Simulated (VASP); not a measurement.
# V (Im-3m) in VASP: a series of runs

V is run at these levels: PBE; tasks: single point.

Everything below comes from runs of VASP 6.6.1. Logs are shortened: lines on timing, memory, paths and dates and some standing lists are left out, and cuts for length are marked.

### Step 1. The cell of the first run

The structure is cubic, space group Im-3m (No. 229). The conventional cell has a = 2.888 Å, b = 2.888 Å, c = 2.888 Å, α = 90.00°, β = 90.00°, γ = 90.00°. V (site symmetry m-3m) has 14 V at 2.50 to 2.89 Å within 3.3 Å.

### Step 2. Single point, PBE

Input file INCAR:

```
PREC = Accurate
ENCUT = 520
EDIFF = 1E-6
ISMEAR = 0
SIGMA = 0.1
LREAL = F
LASPH = T
NELM = 80
ALGO = Fast
ISIF = 2
LWAVE = F
LCHARG = F
GGA = PE
NBANDS = 12
```

Input file KPOINTS:

```
Automatic mesh
0
Gamma
  20 20 20
```

Input file POSCAR:

```
V
1.0
   -1.4440057563      1.4440057563      1.4440057563
    1.4440057563     -1.4440057563      1.4440057563
    1.4440057563      1.4440057563     -1.4440057563
V
1
Direct
    0.0000000000      0.0000000000      0.0000000000
```

Potentials or basis: VASP PAW PBE potentials, release 64 (V_sv).

Started as:

```console
$ cat potpaw_PBE.64/V_sv/POTCAR > POTCAR
$ mpirun -np 1 vasp_std > vasp.out
```

OUTCAR:

```text
PREC = Accurate
   ENCUT = 520
   EDIFF = 1E-6
   ISMEAR = 0
   LREAL = F
   LASPH = T
   NELM = 80
   ISIF = 2
   GGA = PE

 ion  position               nearest neighbor table
   1  0.000  0.000  0.000-

  LATTYP: Found a body centered cubic cell.
 ALAT       =     2.8880115126

  Lattice vectors:

 A1 = (  -1.4440057563,   1.4440057563,   1.4440057563)
 A2 = (   1.4440057563,  -1.4440057563,   1.4440057563)
 A3 = (   1.4440057563,   1.4440057563,  -1.4440057563)

Analysis of symmetry for initial positions (statically):
=====================================================================
 Subroutine PRICEL returns:
 Original cell was already a primitive cell.

 Routine SETGRP: Setting up the symmetry group for a
 body centered cubic supercell.

 Subroutine GETGRP returns: Found 48 space group operations
 (whereof 48 operations were pure point group operations)
 out of a pool of 48 trial point group operations.

The static configuration has the point symmetry O_h .

Analysis of symmetry for dynamics (positions and initial velocities):
=====================================================================
 Subroutine PRICEL returns:
 Original cell was already a primitive cell.

 Routine SETGRP: Setting up the symmetry group for a
 body centered cubic supercell.

 Subroutine GETGRP returns: Found 48 space group operations
 (whereof 48 operations were pure point group operations)
 out of a pool of 48 trial point group operations.

The dynamic configuration has the point symmetry O_h .

 Subroutine INISYM returns: Found 48 space group operations
 (whereof 48 operations are pure point group operations),
 and found     1 'primitive' translations

----------------------------------------------------------------------------------------

                                     Primitive cell

  volume of cell :      12.0439

  direct lattice vectors                    reciprocal lattice vectors
    -1.444005756  1.444005756  1.444005756     0.000000000  0.346259007  0.346259007
     1.444005756 -1.444005756  1.444005756     0.346259007  0.000000000  0.346259007
     1.444005756  1.444005756 -1.444005756     0.346259007  0.346259007  0.000000000

  length of vectors
     2.501091336  2.501091336  2.501091336     0.489684184  0.489684184  0.489684184

  position of ions in fractional coordinates (direct lattice)
     0.000000000  0.000000000  0.000000000

  ion indices of the primitive-cell ions
   primitive index   ion index
                 1           1

----------------------------------------------------------------------------------------

 KPOINTS: Automatic mesh

Automatic generation of k-mesh.
 Grid dimensions read from file:
 generate k-points for:   20   20   20

 Generating k-lattice:

  Cartesian coordinates                     Fractional coordinates (reciprocal lattice)
     0.000000000  0.017312950  0.017312950     0.050000000  0.000000000  0.000000000
     0.017312950  0.000000000  0.017312950     0.000000000  0.050000000  0.000000000
     0.017312950  0.017312950  0.000000000     0.000000000  0.000000000  0.050000000

  Length of vectors
     0.024484209  0.024484209  0.024484209

  Shift w.r.t. Gamma in fractional coordinates (k-lattice)
     0.000000000  0.000000000  0.000000000

 Subroutine IBZKPT returns following result:
 ===========================================

 Found    256 irreducible k-points:

 Following reciprocal coordinates:
            Coordinates               Weight
  0.000000  0.000000  0.000000      1.000000
  0.050000  0.000000  0.000000     12.000000
  0.100000  0.000000  0.000000     12.000000
  0.150000  0.000000  0.000000     12.000000
  0.200000  0.000000  0.000000     12.000000
  0.250000  0.000000  0.000000     12.000000
[... 16 lines left out ...]
  0.200000  0.100000 -0.000000     48.000000
  0.250000  0.100000  0.000000     48.000000
 [... further k-points ...]
   k-points           NKPTS =    256   k-points in BZ     NKDIM =    256   number of bands    NBANDS=     12
   number of dos      NEDOS =    301   number of ions     NIONS =      1
   total plane-waves  NPLWV =   8000
   dimension x,y,z NGX =    20 NGY =   20 NGZ =   20
   dimension x,y,z NGXF=    40 NGYF=   40 NGZF=   40
   ions per type =               1
   NGX,Y,Z   is equivalent  to a cutoff of  13.29, 13.29, 13.29 a.u.
   NGXF,Y,Z  is equivalent  to a cutoff of  26.59, 26.59, 26.59 a.u.
 SYSTEM =  unknown system
   PREC   = accura    normal or accurate (medium, high low for compatibility)
   ISTART =      0    job   : 0-new  1-cont  2-samecut
   ICHARG =      2    charge: 1-file 2-atom 10-const
   ISPIN  =      1    spin polarized calculation?
   LNONCOLLINEAR =      F non collinear calculations
   LSORBIT =      F    spin-orbit coupling
   LASPH  =      T    aspherical Exc in radial PAW
   ENCUT  =  520.0 eV  38.22 Ry    6.18 a.u.   4.65  4.65  4.65*2*pi/ulx,y,z
   NELM   =     80;   NELMIN=  2; NELMDL= -5     # of ELM steps
   EDIFF  = 0.1E-05   stopping-criterion for ELM
   LREAL  =      F    real-space projection
   EDIFFG = 0.1E-04   stopping-criterion for IOM
   NSW    =      0    number of steps for IOM
   IBRION =     -1    ionic relax: 0-MD 1-quasi-New 2-CG
   NFREE  =      0    steps in history (QN), initial steepest desc. (CG)
   ISIF   =      2    stress and relaxation
   ISYM   =      2    0-nonsym 1-usesym 2-fastsym
   POTIM  = 0.5000    time-step for ionic-motion
   TEBEG  =    0.0;   TEEND  =   0.0 temperature during run
   PSTRESS=    0.0 pullay stress
   NELECT =      13.0000    total number of electrons
   NUPDOWN=      -1.0000    fix difference up-down
   EMIN   =  10.00;   EMAX   =-10.00  energy-range for DOS
   EFERMI =   0.00;   METHOD = LEGACY
   ISMEAR =     0;   SIGMA  =   0.10  broadening in eV -4-tet -1-fermi 0-gaus
   EFERMI_NEDOS =   21; number of points for ismear=-14 and -15
   IALGO  =     68    algorithm
   IMIX   =      4    mixing-type and parameters
     AMIX     =   0.40;   BMIX     =  1.00
     AMIX_MAG =   1.60;   BMIX_MAG =  1.00
  volume/ion in A,a.u.               =      12.04        81.28
  Fermi-wavevector in a.u.,A,eV,Ry     =   1.679321  3.173456 38.370044  2.820119
  Thomas-Fermi vector in A             =   2.763254
   LORBIT       =      0    0 simple, 1 ext, 2 COOP (PROOUT), +10 PAW based schemes
   GGA     = PE    functional components
   LHFCALC =     F    Hartree Fock is set to
   AEXX    =    0.0000 exact exchange contribution
   IVDW    =     0    specifies the selected vdW correction
   LEPSILON=     F    determine dielectric tensor
   LRPA    =     F    only Hartree local field effects (RPA)
 non-spin polarized calculation
 RMM-DIIS sequential band-by-band and
 Gauss-broadening in eV      SIGMA  =   0.10
  energy-cutoff  :      520.00
  volume of cell :       12.04
 maximum number of plane-waves:       336
   NGX =  9   NGY =  9   NGZ =  9

 number of electron      12.9999998 magnetization

 Free energy of the ion-electron system (eV)
  ---------------------------------------------------
  ext. energy  EPLUGINS =         0.00000000
  ---------------------------------------------------
  free energy    TOTEN  =        -8.89218053 eV

  energy without entropy =       -8.88435908  energy(sigma->0) =       -8.88826981

 E-fermi :  11.1729     XC(G=0): -13.5234

 val. band max:       11.1701418496   @ k =   0.3000   0.1000   0.1000
 cond. band min:      11.1776523842   @ k =   0.1500   0.0000   0.0000
 fundamental gap:      0.0075105346
 Fermi energy:        11.1728729621

 k-point     1 :       0.0000    0.0000    0.0000
  band No.  band energies     occupation
      1     -52.4372      2.00000
      2     -25.5206      2.00000
      3     -25.5206      2.00000
      4     -25.5206      2.00000
      5       4.3754      2.00000
      6      11.5962      0.00000
      7      11.5962      0.00000
      8      11.5962      0.00000
      9      13.9052      0.00000
     10      13.9052      0.00000
     11      32.5404      0.00000
     12      32.5404      0.00000

 k-point     2 :       0.0500    0.0000    0.0000
  band No.  band energies     occupation
      1     -52.4299      2.00000
      2     -25.5535      2.00000
      3     -25.5303      2.00000
      4     -25.5209      2.00000
      5       4.4882      2.00000
      6      11.5448      0.00000
      7      11.5859      0.00000
      8      11.6802      0.00000
      9      13.8431      0.00000
     10      13.9082      0.00000
     11      32.4164      0.00000
     12      32.5573      0.00000

 k-point     3 :       0.1000    0.0000    0.0000
  band No.  band energies     occupation
      1     -52.4086      2.00000
      2     -25.6485      2.00000
      3     -25.5586      2.00000
      4     -25.5218      2.00000
      5       4.8175      2.00000
      6      11.3983      0.00143
      7      11.5414      0.00000
      8      11.9279      0.00000
      9      13.6928      0.00000
     10      13.9190      0.00000
     11      32.0091      0.00000
     12      32.4906      0.00000
[... 286 lines left out ...]
 k-point    23 :       0.2000    0.1000   -0.0000
  band No.  band energies     occupation
      1     -52.2714      2.00000
      2     -26.2096      2.00000
      3     -25.7230      2.00000
      4     -25.5673      2.00000
      5       6.9426      2.00000
      6      10.6183      2.00000
      7      10.8691      1.99998
      8      13.3526      0.00000
      9      13.8348      0.00000
     10      14.2078      0.00000
     11      28.8030      0.00000
     12      30.2765      0.00000

 k-point    24 :       0.2500    0.1000    0.0000
  band No.  band energies     occupation
      1     -52.2262      2.00000
      2     -26.3804      2.00000
      3     -25.7924      2.00000
      4     -25.5713      2.00000
      5       7.5157      2.00000
      6      10.3562      2.00000
      7      10.8799      1.99997
      8      13.4736      0.00000
      9      14.2612      0.00000
     10      14.5886      0.00000
     11      27.2730      0.00000
     12      29.4521      0.00000

 [... further k-points ...]
[... 5 lines left out ...]
  --------------------------------------------------------------------------------------
  -------------------------------------------------------------------------------------
  Total        1.9283847      1.9283847      1.9283847     -0.0000000      0.0000000      0.0000000
  in kB      256.5296121    256.5296121    256.5296121     -0.0000000      0.0000000      0.0000000
  external PRESSURE =     256.5296121 kB  Pullay stress =       0.0000000 kB

 VOLUME and BASIS-vectors are now :
 -----------------------------------------------------------------------------
  energy-cutoff  :      520.00
  volume of cell :       12.04
      direct lattice vectors                 reciprocal lattice vectors
    -1.444005756  1.444005756  1.444005756     0.000000000  0.346259007  0.346259007
     1.444005756 -1.444005756  1.444005756     0.346259007  0.000000000  0.346259007
     1.444005756  1.444005756 -1.444005756     0.346259007  0.346259007  0.000000000

 POSITION                                       TOTAL-FORCE (eV/Angst)
 -----------------------------------------------------------------------------------
      0.00000      0.00000      0.00000        -0.000000     -0.000000     -0.000000
 -----------------------------------------------------------------------------------
    total drift:                                0.000000      0.000000      0.000000

  FREE ENERGIE OF THE ION-ELECTRON SYSTEM (eV)
  ---------------------------------------------------
  free  energy   TOTEN  =        -8.8921805278 eV

  energy  without entropy=       -8.8843590824  energy(sigma->0) =       -8.88826981
```

It took 20 s on 1 thread of Intel Xeon Platinum 8488C (Sapphire Rapids), shared host; peak memory 0.15 GiB.

What came out:

| Item | Value |
| --- | --- |
| Free energy | -8.8922 eV |
| Pressure | 25.7 GPa |

### Step 3. Single point, PBE

This run uses another cell than the first one, of 12.69 Å³/atom, 1.054 times its volume.

Input file INCAR:

```
  PREC = Accurate
  ENCUT = 520
  EDIFF = 1E-7
  ISMEAR = 0
  SIGMA = 0.1
  LREAL = False
  LASPH = True
  NELM = 60
  ALGO = Fast
  ISIF = 2
  LWAVE = False
  LCHARG = False
  GGA = PE
  NBANDS = 12
```

Input file KPOINTS:

```
regular mesh
0
Gamma
  20 20 20
```

Input file POSCAR:

```
V
1.0
   -1.4694885332      1.4694885332      1.4694885332
    1.4694885332     -1.4694885332      1.4694885332
    1.4694885332      1.4694885332     -1.4694885332
V
1
Direct
    0.0000000000      0.0000000000      0.0000000000
```

Potentials or basis: VASP PAW PBE potentials, release 64 (V_sv).

Started as:

```console
$ cat potpaw_PBE.64/V_sv/POTCAR > POTCAR
$ mpirun -np 1 vasp_std > vasp.out
```

OUTCAR:

```text
PREC = Accurate
   ENCUT = 520
   EDIFF = 1E-7
   ISMEAR = 0
   LREAL = False
   LASPH = True
   NELM = 60
   ISIF = 2
   GGA = PE

 ion  position               nearest neighbor table
   1  0.000  0.000  0.000-

  LATTYP: Found a body centered cubic cell.
 ALAT       =     2.9389770664

  Lattice vectors:

 A1 = (  -1.4694885332,   1.4694885332,   1.4694885332)
 A2 = (   1.4694885332,  -1.4694885332,   1.4694885332)
 A3 = (   1.4694885332,   1.4694885332,  -1.4694885332)

Analysis of symmetry for initial positions (statically):
=====================================================================
 Subroutine PRICEL returns:
 Original cell was already a primitive cell.

 Routine SETGRP: Setting up the symmetry group for a
 body centered cubic supercell.

 Subroutine GETGRP returns: Found 48 space group operations
 (whereof 48 operations were pure point group operations)
 out of a pool of 48 trial point group operations.

The static configuration has the point symmetry O_h .

Analysis of symmetry for dynamics (positions and initial velocities):
=====================================================================
 Subroutine PRICEL returns:
[... 161 lines left out ...]
 Fermi energy:        10.4633879840

 k-point     1 :       0.0000    0.0000    0.0000
  band No.  band energies     occupation
      1     -53.1907      2.00000
      2     -26.3855      2.00000
      3     -26.3855      2.00000
      4     -26.3855      2.00000
      5       3.7600      2.00000
      6      10.8868      0.00000
      7      10.8868      0.00000
      8      10.8868      0.00000
      9      13.0507      0.00000
     10      13.0507      0.00000
     11      31.4222      0.00000
     12      31.4222      0.00000
[... 331 lines left out ...]
 k-point    24 :       0.2500    0.1000   -0.0000
  band No.  band energies     occupation
      1     -53.0183      2.00000
      2     -27.1165      2.00000
      3     -26.6184      2.00000
      4     -26.4280      2.00000
      5       6.8441      2.00000
      6       9.7332      2.00000
      7      10.1787      1.99994
      8      12.6460      0.00000
      9      13.3721      0.00000
     10      13.6656      0.00000
     11      25.8487      0.00000
     12      28.1854      0.00000

 [... further k-points ...]
[... 5 lines left out ...]
  --------------------------------------------------------------------------------------
  -------------------------------------------------------------------------------------
  Total        0.9729080      0.9729080      0.9729080      0.0000000     -0.0000000      0.0000000
  in kB      122.8071864    122.8071864    122.8071864      0.0000000     -0.0000000      0.0000000
  external PRESSURE =     122.8071864 kB  Pullay stress =       0.0000000 kB

 VOLUME and BASIS-vectors are now :
 -----------------------------------------------------------------------------
  energy-cutoff  :      520.00
  volume of cell :       12.69
      direct lattice vectors                 reciprocal lattice vectors
    -1.469488533  1.469488533  1.469488533     0.000000000  0.340254441  0.340254441
     1.469488533 -1.469488533  1.469488533     0.340254441  0.000000000  0.340254441
     1.469488533  1.469488533 -1.469488533     0.340254441  0.340254441  0.000000000

 POSITION                                       TOTAL-FORCE (eV/Angst)
 -----------------------------------------------------------------------------------
      0.00000      0.00000      0.00000         0.000000      0.000000      0.000000
 -----------------------------------------------------------------------------------
    total drift:                                0.000000      0.000000      0.000000

  FREE ENERGIE OF THE ION-ELECTRON SYSTEM (eV)
  ---------------------------------------------------
  free  energy   TOTEN  =        -8.9678073525 eV

  energy  without entropy=       -8.9594924321  energy(sigma->0) =       -8.96364989
```

It took 26 s on 1 thread of Intel Xeon Platinum 8488C (Sapphire Rapids), shared host; peak memory 0.16 GiB.

Results:

```yaml
Free_energy: -8.9678 eV
Pressure: 12.3 GPa
```

Levels at points of the mesh, in eV from the Fermi level:
```
           k point  band 4  band 5  band 6  band 7  band 8  band 9
(0.00, 0.00, 0.00)  -36.85   -6.70    0.42    0.42    0.42    2.59
(0.50, 0.00, 0.00)  -36.86   -3.38   -1.25    1.87    2.60    2.99
(0.50, 0.50, 0.50)  -37.58   -3.27   -3.27    4.01    4.01    4.01
```

### Step 4. Single point, PBE

This run uses another cell than the first one, of 10.07 Å³/atom, 0.836 times its volume.

Input file INCAR:

```
PREC = Accurate
ENCUT = 520
EDIFF = 1E-6
ISMEAR = 0
SIGMA = 0.1
LREAL = False
LASPH = True
NELM = 80
ALGO = Normal
ISIF = 2
LWAVE = False
LCHARG = False
GGA = PE
NBANDS = 12
```

Input file KPOINTS:

```
Automatic mesh
0
Gamma
  22 22 22
```

Input file POSCAR:

```
V
1.0
   -1.3603051761      1.3603051761      1.3603051761
    1.3603051761     -1.3603051761      1.3603051761
    1.3603051761      1.3603051761     -1.3603051761
V
1
Direct
    0.0000000000      0.0000000000      0.0000000000
```

Started as:

```console
$ cat potpaw_PBE.64/V_sv/POTCAR > POTCAR
$ mpirun -np 1 vasp_std > vasp.out
```

It took 19 s on 1 thread of Intel Xeon Platinum 8488C (Sapphire Rapids), shared host; peak memory 0.14 GiB.

Results (log left out):

- Free energy: -8.2211 eV
- Pressure: 91.3 GPa

Levels at points of the mesh, in eV from the Fermi level:
```csv
k point,band 4,band 5,band 6,band 7,band 8,band 9
"(0.00, 0.00, 0.00)",-36.10,-6.94,0.38,0.38,0.38,3.25
"(0.50, 0.00, 0.00)",-36.14,-4.35,-1.90,3.17,3.37,3.87
"(0.50, 0.50, 0.50)",-37.51,-4.68,-4.68,5.30,5.30,5.30
```

(Part 1 of 2 ends here.)
